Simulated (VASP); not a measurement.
Here is a VASP 6.6.1 calculation.

INCAR

```
PREC     = Accurate       # precision mode
ENCUT    = 750            # plane-wave cutoff, eV
EDIFF    = 1E-6           # SCF threshold, eV
ISMEAR   = 0              # smearing method
SIGMA    = 0.1            # smearing width, eV
LREAL    = False          # projectors in reciprocal space
LASPH    = True           # aspherical terms in the spheres
NELM     = 120            # most SCF steps
ALGO     = Normal         # electronic algorithm
ISIF     = 2              # what is computed and relaxed
LWAVE    = False          # write WAVECAR
LCHARG   = True           # write CHGCAR
GGA      = PE             # functional
LELF     = True           # ELF
LVHAR    = True         
NBANDS   = 28             # bands
GGA_COMPAT= False
```

Contents of KPOINTS:

```
Automatic mesh
0
Gamma
  8 8 10
```

POSCAR

```
Y2MgC2
1.0
    5.4988742776      0.0000000000      0.0000000000
    0.0000000000      5.4988742776      0.0000000000
    0.0000000000      0.0000000000      4.0012267119
Y Mg C
2 1 2
Direct
    0.5000000000      0.0000000000      0.0000000000
    0.0000000000      0.5000000000      0.0000000000
    0.0000000000      0.0000000000      0.0000000000
    0.5000000000      0.5000000000      0.3409981427
    0.5000000000      0.5000000000      0.6590018573
```

Potentials or basis: VASP PAW PBE potentials, release 64 (Y_sv, Mg_sv, C).

Run with:

```console
$ cat potpaw_PBE.64/Y_sv/POTCAR potpaw_PBE.64/Mg_sv/POTCAR potpaw_PBE.64/C/POTCAR > POTCAR
$ mpirun -np 1 vasp_std > vasp.out
```

Q: Estimate the band gap on the k mesh.

A: Zero (bands 20 and 21 overlap by 0.86 eV).

Q: Estimate the pressure.

A: -0.2 GPa.

Q: What does it give for the largest force?

A: 0.096 eV/Å.

Stress tensor (GPa, compression positive):
```
-0.19  0.00  0.00
 0.00 -0.19  0.00
 0.00  0.00 -0.11
```
